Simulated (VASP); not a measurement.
# SiC (Cm) in VASP: a series of runs

Runs on SiC. Level: r2SCAN. Tasks: single point.

All numbers are computed with VASP 6.6.1; they aren't measurements. Logs are shortened: lines on timing, memory, paths and dates and some standing lists are left out, and cuts for length are marked.

## (1) The cell of the first run

The structure is monoclinic, space group Cm (No. 8). Conventional cell: a = 5.330 Å, b = 3.078 Å, c = 10.319 Å, α = 90.00°, β = 102.43°, γ = 90.00°. Si (site symmetry m) has 4 C at 1.89 Å within 2.5 Å. Si (site symmetry m) has 5 C at 1.89 to 2.48 Å and 1 Si at 2.56 Å within 2.6 Å. Within 2.5 Å of Si (site symmetry m) lie 4 C at 1.88 to 1.89 Å. Within 2.6 Å of Si (site symmetry m) lie 4 C at 1.88 to 1.89 Å and 1 Si at 2.56 Å. C (site symmetry m) has 4 Si at 1.88 to 1.89 Å within 2.5 Å. C (site symmetry m) has 5 Si at 1.88 to 2.48 Å within 2.5 Å. C (site symmetry m) has 4 Si at 1.89 Å within 2.5 Å. C (site symmetry m) has 4 Si at 1.89 Å within 2.5 Å.

## (2) Single point, r2SCAN

Contents of POSCAR:

```
SiC
1.0
   -1.5387796673     -2.6652445653      0.0000000000
    1.5387796672     -2.6652445654      0.0000000000
   -0.0000000001     -2.2212148208     10.0767691650
Si C
4 4
Direct
    0.0857978574      0.0857978574      0.5940376193
    0.6274811907      0.6274811907      0.0940376193
   -0.1433836289     -0.1433836289      0.3440931819
   -0.3517336289     -0.3517336289      0.8440931819
    0.1641514648      0.1641514648      0.4060040042
    0.2891347981      0.2891347981      0.9060040042
    0.9347180302     -0.0652819698      0.1566641945
    0.7263680302     -0.2736319698      0.6566641945
```

Contents of INCAR.step1:

```
PREC     = Accurate       # precision mode
ENCUT    = 520            # plane-wave cutoff, eV
ISMEAR   = 0              # smearing method
SIGMA    = 0.05           # smearing width, eV
LREAL    = False          # projectors in reciprocal space
LASPH    = True           # aspherical terms in the spheres
NELM     = 80             # most SCF steps
NBANDS   = 26             # bands
GGA      = PE             # functional
ALGO     = Normal         # electronic algorithm
EDIFF    = 1E-4           # SCF threshold, eV
LWAVE    = True           # write WAVECAR
LCHARG   = False          # write CHGCAR
```

Contents of INCAR.step2:

```
PREC     = Accurate       # precision mode
ENCUT    = 520            # plane-wave cutoff, eV
EDIFF    = 1E-6           # SCF threshold, eV
ISMEAR   = 0              # smearing method
SIGMA    = 0.05           # smearing width, eV
LREAL    = False          # projectors in reciprocal space
LASPH    = True           # aspherical terms in the spheres
NELM     = 80             # most SCF steps
ALGO     = Normal         # electronic algorithm
ISIF     = 2              # what is computed and relaxed
LWAVE    = False          # write WAVECAR
LCHARG   = False          # write CHGCAR
METAGGA  = R2SCAN         # meta-GGA
LMIXTAU  = True         
NBANDS   = 26             # bands
ISTART   = 1
```

Contents of KPOINTS:

```
Automatic mesh
0
Gamma
  8 8 3
```

Potentials or basis: VASP PAW PBE potentials, release 64 (Si, C).

On the command line:

```
> cat potpaw_PBE.64/Si/POTCAR potpaw_PBE.64/C/POTCAR > POTCAR
> cp INCAR.step1 INCAR
> mpirun -np 1 vasp_std > vasp.out
> cp INCAR.step2 INCAR
> mpirun -np 1 vasp_std > vasp.out
```

OUTCAR:

```text
PREC = Accurate
   ENCUT = 520
   EDIFF = 1E-6
   ISMEAR = 0
   LREAL = False
   LASPH = True
   NELM = 80
   ISIF = 2
   METAGGA = R2SCAN
   ISTART = 1

 ion  position               nearest neighbor table
   1  0.086  0.086  0.594-   8 1.89   8 1.89   8 1.89   5 1.89   3 3.08   3 3.08   3 3.08   4 3.08
                             4 3.08   4 3.08
   2  0.627  0.627  0.094-   7 1.89   7 1.89   7 1.89   6 2.48   6 2.48   4 2.56   3 3.08   3 3.08
                             3 3.08
   3  0.857  0.857  0.344-   5 1.88   5 1.88   5 1.88   7 1.89   1 3.08   1 3.08   1 3.08   2 3.08
                             2 3.08   2 3.08
   4  0.648  0.648  0.844-   6 1.88   6 1.88   6 1.88   8 1.89   2 2.56   1 3.08   1 3.08   1 3.08

   5  0.164  0.164  0.406-   3 1.88   3 1.88   3 1.88   1 1.89
   6  0.289  0.289  0.906-   4 1.88   4 1.88   4 1.88   2 2.48   2 2.48
   7  0.935  0.935  0.157-   2 1.89   2 1.89   2 1.89   3 1.89
   8  0.726  0.726  0.657-   1 1.89   1 1.89   1 1.89   4 1.89

  LATTYP: Found a base centered monoclinic cell.
 ALAT       =     5.3304891307
 B/A-ratio  =     0.5773502692
 C/A-ratio  =     1.9357840594
 COS(beta)  =    -0.2152616135

  Lattice vectors:

 A1 = (   1.5387796673,   2.6652445653,   0.0000000000)
 A2 = (  -1.5387796672,   2.6652445654,   0.0000000000)
 A3 = (  -0.0000000001,  -2.2212148208,  10.0767691650)

Analysis of symmetry for initial positions (statically):
=====================================================================
 Subroutine PRICEL returns:
 Original cell was already a primitive cell.

 Routine SETGRP: Setting up the symmetry group for a
 base centered monoclinic supercell.

 Subroutine GETGRP returns: Found  2 space group operations
 (whereof  2 operations were pure point group operations)
 out of a pool of  4 trial point group operations.

The static configuration has the point symmetry C_1h.

Analysis of symmetry for dynamics (positions and initial velocities):
=====================================================================
 Subroutine PRICEL returns:
 Original cell was already a primitive cell.

 Routine SETGRP: Setting up the symmetry group for a
 base centered monoclinic supercell.

 Subroutine GETGRP returns: Found  2 space group operations
 (whereof  2 operations were pure point group operations)
 out of a pool of  4 trial point group operations.

The dynamic configuration has the point symmetry C_1h.

 Subroutine INISYM returns: Found  2 space group operations
 (whereof  2 operations are pure point group operations),
 and found     1 'primitive' translations

[... 106 lines left out ...]
   EDIFF  = 0.1E-05   stopping-criterion for ELM
   LREAL  =      F    real-space projection
   EDIFFG = 0.1E-04   stopping-criterion for IOM
   NSW    =      0    number of steps for IOM
   IBRION =     -1    ionic relax: 0-MD 1-quasi-New 2-CG
   NFREE  =      0    steps in history (QN), initial steepest desc. (CG)
   ISIF   =      2    stress and relaxation
   ISYM   =      2    0-nonsym 1-usesym 2-fastsym
   POTIM  = 0.5000    time-step for ionic-motion
   TEBEG  =    0.0;   TEEND  =   0.0 temperature during run
   PSTRESS=    0.0 pullay stress
   NELECT =      32.0000    total number of electrons
   NUPDOWN=      -1.0000    fix difference up-down
   EMIN   =  10.00;   EMAX   =-10.00  energy-range for DOS
   EFERMI =   0.00;   METHOD = LEGACY
   ISMEAR =     0;   SIGMA  =   0.05  broadening in eV -4-tet -1-fermi 0-gaus
   EFERMI_NEDOS =   21; number of points for ismear=-14 and -15
   IALGO  =     38    algorithm
   IMIX   =      4    mixing-type and parameters
     AMIX     =   0.40;   BMIX     =  1.00
     AMIX_MAG =   1.60;   BMIX_MAG =  1.00
  volume/ion in A,a.u.               =      10.33        69.72
  Fermi-wavevector in a.u.,A,eV,Ry     =   1.193172  2.254769 19.370077  1.423661
  Thomas-Fermi vector in A             =   2.329193
   LORBIT       =      0    0 simple, 1 ext, 2 COOP (PROOUT), +10 PAW based schemes
   METAGGA = R2SCAN    functional components
   LHFCALC =     F    Hartree Fock is set to
   AEXX    =    0.0000 exact exchange contribution
   IVDW    =     0    specifies the selected vdW correction
   LEPSILON=     F    determine dielectric tensor
   LRPA    =     F    only Hartree local field effects (RPA)
 non-spin polarized calculation
 Gauss-broadening in eV      SIGMA  =   0.05
  energy-cutoff  :      520.00
  volume of cell :       82.65
 maximum number of plane-waves:      2245
   NGX = 11   NGY = 11   NGZ = 39

 number of electron      32.0000000 magnetization

 Free energy of the ion-electron system (eV)
  ---------------------------------------------------
  ext. energy  EPLUGINS =         0.00000000
  ---------------------------------------------------
  free energy    TOTEN  =       -75.19585590 eV

  energy without entropy =      -75.19585590  energy(sigma->0) =      -75.19585590

 E-fermi :   8.6796     XC(G=0): -11.9985

 val. band max:        8.4048670915   @ k =   0.0000   0.0000   0.0000
 cond. band min:       9.1211980867   @ k =   0.5000   0.0000  -0.0000
 fundamental gap:      0.7163309952
 Fermi energy:         8.6796485216

 k-point     1 :       0.0000    0.0000    0.0000
  band No.  band energies     occupation
      1      -8.1774      2.00000
      2      -6.9724      2.00000
      3      -6.9017      2.00000
      4      -4.5565      2.00000
      5      -0.7107      2.00000
      6       3.4591      2.00000
[... 685 lines left out ...]
     25      17.3806      0.00000
     26      17.7531      0.00000

 [... further k-points ...]
[... 5 lines left out ...]
  --------------------------------------------------------------------------------------
  -------------------------------------------------------------------------------------
  Total       -4.7038701     -0.6602059      1.7250421      0.0000000      0.3176749     -0.0000000
  in kB      -91.1803148    -12.7975017     33.4383976      0.0000000      6.1578443     -0.0000000
  external PRESSURE =     -23.5131396 kB  Pullay stress =       0.0000000 kB

 VOLUME and BASIS-vectors are now :
 -----------------------------------------------------------------------------
  energy-cutoff  :      520.00
  volume of cell :       82.65
      direct lattice vectors                 reciprocal lattice vectors
    -1.538779667 -2.665244565  0.000000000    -0.324932809 -0.187600045 -0.041352540
     1.538779667 -2.665244565  0.000000000     0.324932809 -0.187600045 -0.041352540
    -0.000000000 -2.221214821 10.076769165     0.000000000  0.000000000  0.099238157

 POSITION                                       TOTAL-FORCE (eV/Angst)
 -----------------------------------------------------------------------------------
     -0.00000     -1.77683      5.98598        -0.000000     -0.005520      0.087825
     -0.00000     -3.55366      0.94760        -0.000000     -0.814241      0.019113
     -0.00000     -5.33049      3.46735         0.000000      0.154429      0.169587
     -0.00000     -5.33049      8.50573         0.000000      0.392499     -0.315957
     -0.00000     -1.77683      4.09121         0.000000     -0.006515     -0.048761
     -0.00000     -3.55366      9.12959        -0.000000     -0.196875      0.124231
     -0.00000     -5.33049      1.57867         0.000000      0.521770      0.173122
     -0.00000     -5.33049      6.61705         0.000000     -0.045547     -0.209161
 -----------------------------------------------------------------------------------
    total drift:                                0.000000      0.000045     -0.000546

  FREE ENERGIE OF THE ION-ELECTRON SYSTEM (eV)
  ---------------------------------------------------
  free  energy   TOTEN  =       -75.1958558974 eV

  energy  without entropy=      -75.1958558974  energy(sigma->0) =      -75.19585590
```

OUTCAR.step1:

```text
PREC = Accurate
   ENCUT = 520
   ISMEAR = 0
   LREAL = False
   LASPH = True
[... 946 lines left out ...]
     -0.00000     -1.77683      4.09121         0.000000     -0.004999     -0.042696
     -0.00000     -3.55366      9.12959        -0.000000     -0.206801      0.274140
     -0.00000     -5.33049      1.57867         0.000000      0.483764      0.168140
     -0.00000     -5.33049      6.61705         0.000000     -0.040461     -0.205401
 -----------------------------------------------------------------------------------
    total drift:                                0.000000      0.000083     -0.001974

  FREE ENERGIE OF THE ION-ELECTRON SYSTEM (eV)
  ---------------------------------------------------
  free  energy   TOTEN  =       -58.3116841242 eV

  energy  without entropy=      -58.3116841242  energy(sigma->0) =      -58.31168412
```

OSZICAR.step1:

```text
N       E                     dE             d eps       ncg     rms          rms(c)
DAV:   1     0.743343087449E+02    0.74334E+02   -0.14412E+04  2964   0.111E+03
DAV:   2    -0.583375187994E+02   -0.13267E+03   -0.12306E+03  3820   0.195E+02
DAV:   3    -0.654216495086E+02   -0.70841E+01   -0.70250E+01  4014   0.421E+01
DAV:   4    -0.655122982017E+02   -0.90649E-01   -0.90520E-01  3840   0.552E+00
DAV:   5    -0.655138974111E+02   -0.15992E-02   -0.15982E-02  3982   0.692E-01    0.173E+01
DAV:   6    -0.584657132298E+02    0.70482E+01   -0.18697E+01  3768   0.192E+01    0.773E+00
DAV:   7    -0.583447760837E+02    0.12094E+00   -0.20106E+00  4040   0.652E+00    0.335E+00
DAV:   8    -0.583138335317E+02    0.30943E-01   -0.10386E-01  3632   0.161E+00    0.112E+00
DAV:   9    -0.583112013373E+02    0.26322E-02   -0.16376E-02  3800   0.742E-01    0.181E-01
DAV:  10    -0.583115233736E+02   -0.32204E-03   -0.12610E-03  3846   0.191E-01    0.102E-01
DAV:  11    -0.583116816765E+02   -0.15830E-03   -0.19859E-04  2804   0.891E-02    0.143E-02
DAV:  12    -0.583116841242E+02   -0.24477E-05   -0.19701E-05  1972   0.292E-02
   1 F= -.58311684E+02 E0= -.58311684E+02  d E =-.437655E-11
```

It took 4.4 min on 1 thread of Intel Xeon Platinum 8375C at 2.90GHz (Ice Lake), shared host; peak memory 0.26 GiB.

What came out:

| Quantity | Value |
| --- | --- |
| Free energy | -75.1959 eV |
| Pressure | -2.4 GPa |
| Largest force | 0.814 eV/Å |
| Band gap on the k mesh | 0.72 eV (least direct gap 1.49 eV) |

Forces in eV/Å, atoms in the order of the input:
```
Si   0.000 -0.006  0.088
Si   0.000 -0.814  0.019
Si   0.000  0.154  0.170
Si   0.000  0.392 -0.316
C    0.000 -0.007 -0.049
C    0.000 -0.197  0.124
C    0.000  0.522  0.173
C    0.000 -0.046 -0.209
```

Stress tensor (GPa, compression positive):
```
-9.12  0.00  0.00
 0.00 -1.28  0.62
 0.00  0.62  3.34
```

Caveat: the PAW data sets were made with another functional, which shifts forces and pressure a little; an odd mesh through Γ misses points on the zone boundary, where band edges can lie.

(Continued in part 2 of 2.)
